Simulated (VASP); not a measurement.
# TiRh (Pm-3m) in VASP: a series of runs

Runs on TiRh. Level: LDA. Tasks: single point, relaxation of cell and atoms.

Program: VASP 6.6.1. These are calculated values, not measurements. Logs are shortened: lines on timing, memory, paths and dates and some standing lists are left out, and cuts for length are marked.

## (1) The cell of the first run

Symmetry: Pm-3m, No. 221, cubic system. The conventional cell has a = 3.045 Å, b = 3.045 Å, c = 3.045 Å, α = 90.00°, β = 90.00°, γ = 90.00°. Within 3.5 Å of Ti (site symmetry m-3m) lie 8 Rh at 2.64 Å and 6 Ti at 3.04 Å. Rh (site symmetry m-3m) has 8 Ti at 2.64 Å and 6 Rh at 3.04 Å within 3.5 Å.

## (2) Single point, LDA

Input file INCAR:

```
SYSTEM = TiRh
PREC = Accurate ; ENCUT = 520
EDIFF = 1E-6 ; ISMEAR = -1
SIGMA = 0.05 ; LREAL = .FALSE.
LASPH = .TRUE. ; NELM = 80
ALGO = Normal ; ISIF = 2
LWAVE = .FALSE. ; LCHARG = .FALSE.
NBANDS = 20
```

Input file KPOINTS:

```
regular mesh
0
G
  13 13 13
  0 0 0
```

Input file POSCAR:

```
TiRh
1.0
    3.0445830232      0.0000000000      0.0000000000
    0.0000000000      3.0445830232      0.0000000000
    0.0000000000      0.0000000000      3.0445830232
Ti Rh
1 1
Direct
    0.5000000000      0.5000000000      0.5000000000
    0.0000000000      0.0000000000      0.0000000000
```

Potentials or basis: VASP PAW LDA potentials, release 64 (Ti_sv, Rh_pv).

Run with:

```sh
cat potpaw_LDA.64/Ti_sv/POTCAR potpaw_LDA.64/Rh_pv/POTCAR > POTCAR
mpirun -np 1 vasp_std > vasp.out
```

OUTCAR:

```text
SYSTEM = TiRh
   PREC = Accurate
   ENCUT = 520
   EDIFF = 1E-6
   ISMEAR = -1
   LREAL = .FALSE.
   LASPH = .TRUE.
   NELM = 80
   ISIF = 2

 ion  position               nearest neighbor table
   1  0.500  0.500  0.500-   2 2.64   2 2.64   2 2.64   2 2.64   2 2.64   2 2.64   2 2.64   2 2.64

   2  0.000  0.000  0.000-   1 2.64   1 2.64   1 2.64   1 2.64   1 2.64   1 2.64   1 2.64   1 2.64

  LATTYP: Found a simple cubic cell.
 ALAT       =     3.0445830232

  Lattice vectors:

 A1 = (   3.0445830232,   0.0000000000,   0.0000000000)
 A2 = (   0.0000000000,   3.0445830232,   0.0000000000)
 A3 = (   0.0000000000,   0.0000000000,   3.0445830232)

Analysis of symmetry for initial positions (statically):
=====================================================================
 Subroutine PRICEL returns:
 Original cell was already a primitive cell.

 Routine SETGRP: Setting up the symmetry group for a
 simple cubic supercell.

 Subroutine GETGRP returns: Found 48 space group operations
 (whereof 48 operations were pure point group operations)
 out of a pool of 48 trial point group operations.

The static configuration has the point symmetry O_h .

Analysis of symmetry for dynamics (positions and initial velocities):
=====================================================================
 Subroutine PRICEL returns:
 Original cell was already a primitive cell.

 Routine SETGRP: Setting up the symmetry group for a
 simple cubic supercell.

 Subroutine GETGRP returns: Found 48 space group operations
 (whereof 48 operations were pure point group operations)
 out of a pool of 48 trial point group operations.

The dynamic configuration has the point symmetry O_h .

 Subroutine INISYM returns: Found 48 space group operations
 (whereof 48 operations are pure point group operations),
 and found     1 'primitive' translations

----------------------------------------------------------------------------------------

                                     Primitive cell

  volume of cell :      28.2217

  direct lattice vectors                    reciprocal lattice vectors
     3.044583023  0.000000000  0.000000000     0.328452203  0.000000000  0.000000000
     0.000000000  3.044583023  0.000000000     0.000000000  0.328452203  0.000000000
     0.000000000  0.000000000  3.044583023     0.000000000  0.000000000  0.328452203

  length of vectors
     3.044583023  3.044583023  3.044583023     0.328452203  0.328452203  0.328452203

  position of ions in fractional coordinates (direct lattice)
     0.500000000  0.500000000  0.500000000
     0.000000000  0.000000000  0.000000000

  ion indices of the primitive-cell ions
   primitive index   ion index
                 1           1
                 2           2

----------------------------------------------------------------------------------------

 KPOINTS: regular mesh

Automatic generation of k-mesh.
 Grid dimensions read from file:
 generate k-points for:   13   13   13

 Generating k-lattice:

  Cartesian coordinates                     Fractional coordinates (reciprocal lattice)
     0.025265554  0.000000000  0.000000000     0.076923077  0.000000000  0.000000000
     0.000000000  0.025265554  0.000000000     0.000000000  0.076923077  0.000000000
     0.000000000  0.000000000  0.025265554     0.000000000  0.000000000  0.076923077

  Length of vectors
     0.025265554  0.025265554  0.025265554

  Shift w.r.t. Gamma in fractional coordinates (k-lattice)
     0.000000000  0.000000000  0.000000000

 Subroutine IBZKPT returns following result:
 ===========================================

 Found     84 irreducible k-points:

 Following reciprocal coordinates:
            Coordinates               Weight
  0.000000  0.000000  0.000000      1.000000
  0.076923  0.000000  0.000000      6.000000
  0.153846  0.000000  0.000000      6.000000
  0.230769  0.000000  0.000000      6.000000
  0.307692  0.000000  0.000000      6.000000
  0.384615  0.000000  0.000000      6.000000
[... 16 lines left out ...]
  0.307692  0.307692  0.000000     12.000000
  0.384615  0.307692  0.000000     24.000000
 [... further k-points ...]
   k-points           NKPTS =     84   k-points in BZ     NKDIM =     84   number of bands    NBANDS=     20
   number of dos      NEDOS =    301   number of ions     NIONS =      2
   total plane-waves  NPLWV =  13824
   dimension x,y,z NGX =    24 NGY =   24 NGZ =   24
   dimension x,y,z NGXF=    48 NGYF=   48 NGZF=   48
   ions per type =               1   1
   NGX,Y,Z   is equivalent  to a cutoff of  13.10, 13.10, 13.10 a.u.
   NGXF,Y,Z  is equivalent  to a cutoff of  26.21, 26.21, 26.21 a.u.
 SYSTEM =  TiRh
   PREC   = accura    normal or accurate (medium, high low for compatibility)
   ISTART =      0    job   : 0-new  1-cont  2-samecut
   ICHARG =      2    charge: 1-file 2-atom 10-const
   ISPIN  =      1    spin polarized calculation?
   LNONCOLLINEAR =      F non collinear calculations
   LSORBIT =      F    spin-orbit coupling
   LASPH  =      T    aspherical Exc in radial PAW
   ENCUT  =  520.0 eV  38.22 Ry    6.18 a.u.   5.66  5.66  5.66*2*pi/ulx,y,z
   NELM   =     80;   NELMIN=  2; NELMDL= -5     # of ELM steps
   EDIFF  = 0.1E-05   stopping-criterion for ELM
   LREAL  =      F    real-space projection
   EDIFFG = 0.1E-04   stopping-criterion for IOM
   NSW    =      0    number of steps for IOM
   IBRION =     -1    ionic relax: 0-MD 1-quasi-New 2-CG
   NFREE  =      0    steps in history (QN), initial steepest desc. (CG)
   ISIF   =      2    stress and relaxation
   ISYM   =      2    0-nonsym 1-usesym 2-fastsym
   POTIM  = 0.5000    time-step for ionic-motion
   TEBEG  =    0.0;   TEEND  =   0.0 temperature during run
   PSTRESS=    0.0 pullay stress
   NELECT =      27.0000    total number of electrons
   NUPDOWN=      -1.0000    fix difference up-down
   EMIN   =  10.00;   EMAX   =-10.00  energy-range for DOS
   EFERMI =   0.00;   METHOD = LEGACY
   ISMEAR =    -1;   SIGMA  =   0.05  broadening in eV -4-tet -1-fermi 0-gaus
   EFERMI_NEDOS =   21; number of points for ismear=-14 and -15
   IALGO  =     38    algorithm
   IMIX   =      4    mixing-type and parameters
     AMIX     =   0.40;   BMIX     =  1.00
     AMIX_MAG =   1.60;   BMIX_MAG =  1.00
  volume/ion in A,a.u.               =      14.11        95.22
  Fermi-wavevector in a.u.,A,eV,Ry     =   1.613126  3.048366 35.404743  2.602175
  Thomas-Fermi vector in A             =   2.708245
   LORBIT       =      0    0 simple, 1 ext, 2 COOP (PROOUT), +10 PAW based schemes
   GGA     = CA    functional components
   LHFCALC =     F    Hartree Fock is set to
   AEXX    =    0.0000 exact exchange contribution
   IVDW    =     0    specifies the selected vdW correction
   LEPSILON=     F    determine dielectric tensor
   LRPA    =     F    only Hartree local field effects (RPA)
 non-spin polarized calculation
  energy-cutoff  :      520.00
  volume of cell :       28.22
 maximum number of plane-waves:       772
 NGX is ok and might be reduce to    24
   NGX = 11   NGY = 11   NGZ = 11

 number of electron      27.0000007 magnetization

 Free energy of the ion-electron system (eV)
  ---------------------------------------------------
  ext. energy  EPLUGINS =         0.00000000
  ---------------------------------------------------
  free energy    TOTEN  =       -18.70550328 eV

  energy without entropy =      -18.68090680  energy(sigma->0) =      -18.69320504

 E-fermi :  11.4983     XC(G=0): -13.5066

 val. band max:       11.4783934250   @ k =   0.2308   0.0000   0.0000
 cond. band min:      11.5111715926   @ k =   0.3077   0.1538   0.0769
 fundamental gap:      0.0327781676
 Fermi energy:        11.4983470381

 k-point     1 :       0.0000    0.0000    0.0000
  band No.  band energies     occupation
      1     -45.3280      2.00000
      2     -35.2467      2.00000
      3     -35.2467      2.00000
      4     -35.2467      2.00000
      5     -21.8315      2.00000
      6     -21.8315      2.00000
[... 12 lines left out ...]
     19      20.4382      0.00000
     20      20.4382      0.00000

 k-point     2 :       0.0769    0.0000    0.0000
  band No.  band energies     occupation
      1     -45.3268      2.00000
      2     -35.2524      2.00000
      3     -35.2460      2.00000
      4     -35.2460      2.00000
      5     -21.8474      2.00000
      6     -21.8312      2.00000
[... 12 lines left out ...]
     19      19.9620      0.00000
     20      20.7846      0.00000

 k-point     3 :       0.1538    0.0000    0.0000
  band No.  band energies     occupation
      1     -45.3236      2.00000
      2     -35.2682      2.00000
      3     -35.2439      2.00000
      4     -35.2439      2.00000
      5     -21.8915      2.00000
      6     -21.8306      2.00000
[... 12 lines left out ...]
     19      18.8114      0.00000
     20      21.7036      0.00000

 k-point     4 :       0.2308    0.0000    0.0000
  band No.  band energies     occupation
      1     -45.3191      2.00000
      2     -35.2903      2.00000
      3     -35.2409      2.00000
      4     -35.2409      2.00000
      5     -21.9532      2.00000
      6     -21.8296      2.00000
[... 12 lines left out ...]
     19      17.4286      0.00000
     20      22.9869      0.00000

 k-point     5 :       0.3077    0.0000    0.0000
  band No.  band energies     occupation
      1     -45.3143      2.00000
      2     -35.3137      2.00000
      3     -35.2377      2.00000
      4     -35.2377      2.00000
      5     -22.0181      2.00000
      6     -21.8286      2.00000
[... 12 lines left out ...]
     19      16.1391      0.00000
     20      24.4802      0.00000

 k-point     6 :       0.3846    0.0000    0.0000
  band No.  band energies     occupation
      1     -45.3103      2.00000
      2     -35.3330      2.00000
      3     -35.2351      2.00000
      4     -35.2351      2.00000
      5     -22.0715      2.00000
      6     -21.8278      2.00000
[... 12 lines left out ...]
     19      15.2251      0.00000
     20      26.0663      0.00000

 k-point     7 :       0.4615    0.0000    0.0000
  band No.  band energies     occupation
      1     -45.3081      2.00000
      2     -35.3439      2.00000
      3     -35.2336      2.00000
      4     -35.2336      2.00000
      5     -22.1014      2.00000
      6     -21.8273      2.00000
[... 12 lines left out ...]
     19      14.8283      0.00000
     20      27.5434      0.00000
[... 277 lines left out ...]
 k-point    20 :       0.3077    0.2308    0.0000
  band No.  band energies     occupation
      1     -45.3024      2.00000
      2     -35.3152      2.00000
      3     -35.2869      2.00000
      4     -35.2328      2.00000
      5     -22.0005      2.00000
      6     -21.9294      2.00000
[... 12 lines left out ...]
     19      16.9971      0.00000
     20      21.0869      0.00000

 k-point    21 :       0.3846    0.2308    0.0000
  band No.  band energies     occupation
      1     -45.2976      2.00000
      2     -35.3357      2.00000
      3     -35.2868      2.00000
      4     -35.2304      2.00000
      5     -22.0468      2.00000
      6     -21.9251      2.00000
[... 12 lines left out ...]
     19      15.7413      0.00000
     20      21.9958      0.00000

 k-point    22 :       0.4615    0.2308    0.0000
  band No.  band energies     occupation
      1     -45.2948      2.00000
      2     -35.3474      2.00000
      3     -35.2866      2.00000
      4     -35.2291      2.00000
      5     -22.0732      2.00000
      6     -21.9223      2.00000
[... 12 lines left out ...]
     19      14.8903      0.00000
     20      22.8928      0.00000

 k-point    23 :       0.3077    0.3077    0.0000
  band No.  band energies     occupation
      1     -45.2960      2.00000
      2     -35.3192      2.00000
      3     -35.3101      2.00000
      4     -35.2301      2.00000
      5     -21.9996      2.00000
      6     -21.9746      2.00000
[... 12 lines left out ...]
     19      16.6390      0.00000
     20      20.6470      0.00000

 k-point    24 :       0.3846    0.3077    0.0000
  band No.  band energies     occupation
      1     -45.2907      2.00000
      2     -35.3373      2.00000
      3     -35.3145      2.00000
      4     -35.2279      2.00000
      5     -22.0339      2.00000
      6     -21.9767      2.00000
[... 12 lines left out ...]
     19      15.6794      0.00000
     20      21.0117      0.00000

 [... further k-points ...]

------------------------ aborting loop because EDIFF is reached ----------------------------------------

  FORCE on cell =-STRESS in cart. coord.  units (eV):
  Direction    XX          YY          ZZ          XY          YZ          ZX
  --------------------------------------------------------------------------------------
  -------------------------------------------------------------------------------------
  Total        0.0686800      0.0686800      0.0686800      0.0000000      0.0000000      0.0000000
  in kB        3.8990364      3.8990364      3.8990364      0.0000000      0.0000000      0.0000000
  external PRESSURE =       3.8990364 kB  Pullay stress =       0.0000000 kB

 VOLUME and BASIS-vectors are now :
 -----------------------------------------------------------------------------
  energy-cutoff  :      520.00
  volume of cell :       28.22
      direct lattice vectors                 reciprocal lattice vectors
     3.044583023  0.000000000  0.000000000     0.328452203  0.000000000  0.000000000
     0.000000000  3.044583023  0.000000000     0.000000000  0.328452203  0.000000000
     0.000000000  0.000000000  3.044583023     0.000000000  0.000000000  0.328452203

 POSITION                                       TOTAL-FORCE (eV/Angst)
 -----------------------------------------------------------------------------------
      1.52229      1.52229      1.52229         0.000000      0.000000      0.000000
      0.00000      0.00000      0.00000         0.000000      0.000000      0.000000
 -----------------------------------------------------------------------------------
    total drift:                                0.000000      0.000000     -0.000000

  FREE ENERGIE OF THE ION-ELECTRON SYSTEM (eV)
  ---------------------------------------------------
  free  energy   TOTEN  =       -18.7055032765 eV

  energy  without entropy=      -18.6809068029  energy(sigma->0) =      -18.69320504
```

Wall time 84 s (1 thread of AMD EPYC 7R13, shared host); peak memory 0.13 GiB.

What came out:

- Free energy: -18.7055 eV
- Pressure: 0.4 GPa

## (3) Single point, LDA

Input file INCAR:

```
PREC = Accurate
ENCUT = 520
EDIFF = 1E-6
ISMEAR = -1
SIGMA = 0.05
LREAL = F
LASPH = T
NELM = 80
ALGO = Normal
ISIF = 2
LWAVE = F
LCHARG = T
GGA = CA
LELF = T
LVHAR = T
NBANDS = 20
```

Input file KPOINTS:

```
Automatic mesh
0
Gamma
  13 13 13
```

POSCAR is that of step 2.

Potentials or basis: VASP PAW LDA potentials, release 64 (Ti_sv, Rh_pv).

Run with:

```sh
cat potpaw_LDA.64/Ti_sv/POTCAR potpaw_LDA.64/Rh_pv/POTCAR > POTCAR
mpirun -np 1 vasp_std > vasp.out
```

Wall time 88 s (1 thread of AMD EPYC 7R13, shared host); peak memory 0.13 GiB.

It converged, with:

| Property | Result |
| --- | --- |
| Free energy | -18.7055 eV |
| Pressure | 0.4 GPa |

Levels at points of the mesh, in eV from the Fermi level:
```
           k point  band 9  band 10  band 11  band 12  band 13  band 14  band 15  band 16  band 17  band 18
(0.00, 0.00, 0.00)   -5.67    -5.67    -2.56    -2.56    -2.56     0.80     0.80     2.63     2.63     2.63
```

## (4) Single point, LDA

Input file INCAR:

```
SYSTEM = TiRh
ALGO = Normal
EDIFF = 1E-7
ENCUT = 520
GGA = CA
ISIF = 2
ISMEAR = -1
LASPH = .TRUE.
LCHARG = .FALSE.
LREAL = .FALSE.
LWAVE = .FALSE.
NBANDS = 20
NELM = 60
PREC = Accurate
SIGMA = 0.05
```

Input file KPOINTS:

```
k-points
0
G
  13 13 13
  0 0 0
```

POSCAR is that of step 3.

Run with:

```sh
cat potpaw_LDA.64/Ti_sv/POTCAR potpaw_LDA.64/Rh_pv/POTCAR > POTCAR
mpirun -np 1 vasp_std > vasp.out
```

Wall time 79 s (1 thread of AMD EPYC 7R13, shared host); peak memory 0.13 GiB.

Results (log left out):

- Free energy: -18.7055 eV
- Pressure: 0.5 GPa

Levels at points of the mesh, in eV from the Fermi level:
| k point | band 10 | band 11 | band 12 | band 13 | band 14 | band 15 | band 16 | band 17 |
| --- | --- | --- | --- | --- | --- | --- | --- | --- |
| (0.00, 0.00, 0.00) | -5.67 | -2.56 | -2.56 | -2.56 | 0.80 | 0.80 | 2.63 | 2.63 |

## (5) Relaxation of cell and atoms, LDA

This run uses another cell than the first one, of 15.12 Å³/atom, 1.071 times its volume.

Input file INCAR:

```
PREC     = Accurate       # precision mode
ENCUT    = 600            # plane-wave cutoff, eV
EDIFF    = 1E-6           # SCF threshold, eV
ISMEAR   = -1             # smearing method
SIGMA    = 0.05           # smearing width, eV
LREAL    = False          # projectors in reciprocal space
LASPH    = True           # aspherical terms in the spheres
NELM     = 100            # most SCF steps
ALGO     = Normal         # electronic algorithm
ISIF     = 3              # what is computed and relaxed
LWAVE    = False          # write WAVECAR
LCHARG   = False          # write CHGCAR
GGA      = CA             # functional
IBRION   = 2              # ionic algorithm
NSW      = 70             # ionic steps
EDIFFG   = -0.005         # ionic threshold
```

Input file KPOINTS:

```
Automatic mesh
0
Gamma
  13 13 13
```

Input file POSCAR:

```
TiRh
1.0
    3.1152020000      0.0000000000      0.0000000000
    0.0000000000      3.1152020000      0.0000000000
    0.0000000000      0.0000000000      3.1152020000
Ti Rh
1 1
Direct
    0.5000000000      0.5000000000      0.5000000000
    0.0000000000      0.0000000000      0.0000000000
```

Run with:

```sh
cat potpaw_LDA.64/Ti_sv/POTCAR potpaw_LDA.64/Rh_pv/POTCAR > POTCAR
mpirun -np 1 vasp_std > vasp.out
```

Run time: 8.8 min. Hardware: 1 thread of AMD EPYC 7R13, shared host; peak memory 0.17 GiB.

The run converged. Its results:

- Free energy: -18.7070 eV
- Relaxed volume: 14.14 Å³/atom
- Relaxed cell: a = 3.046 Å, b = 3.046 Å, c = 3.046 Å, α = 90.00°, β = 90.00°, γ = 90.00°
- Space group after relaxing (to 0.05 Å): Pm-3m (No. 221)
- Energy gained by relaxing: 41.4 meV/atom
- Ionic steps: 7
- Pressure after relaxing: 0.0 GPa

Step by step:
```tsv
step	energy change (eV)	largest force (eV/Å)	pressure (GPa)	volume (Å³)
1	0.0000	0.0000	-12.75	30.23
2	0.1847	0.0000	31.43	25.27
3	-0.0826	0.0000	-0.51	28.34
4	-0.0827	0.0000	-0.08	28.28
5	-0.0827	0.0000	0.21	28.24
6	-0.0827	0.0000	-0.27	28.31
7	-0.0827	0.0000	-0.02	28.27
```

Final structure:
```
Ti Rh
1.0
     3.04644    0.00000    0.00000
     0.00000    3.04644    0.00000
     0.00000    0.00000    3.04644
Ti Rh
1 1
Direct
  0.50000 0.50000 0.50000
  0.00000 0.00000 0.00000
```

Levels at points of the mesh, in eV from the Fermi level:
| k point | band 11 | band 12 | band 13 | band 14 | band 15 | band 16 |
| --- | --- | --- | --- | --- | --- | --- |
| (0.00, 0.00, 0.00) | -2.55 | -2.55 | -2.55 | 0.79 | 0.79 | 2.63 |
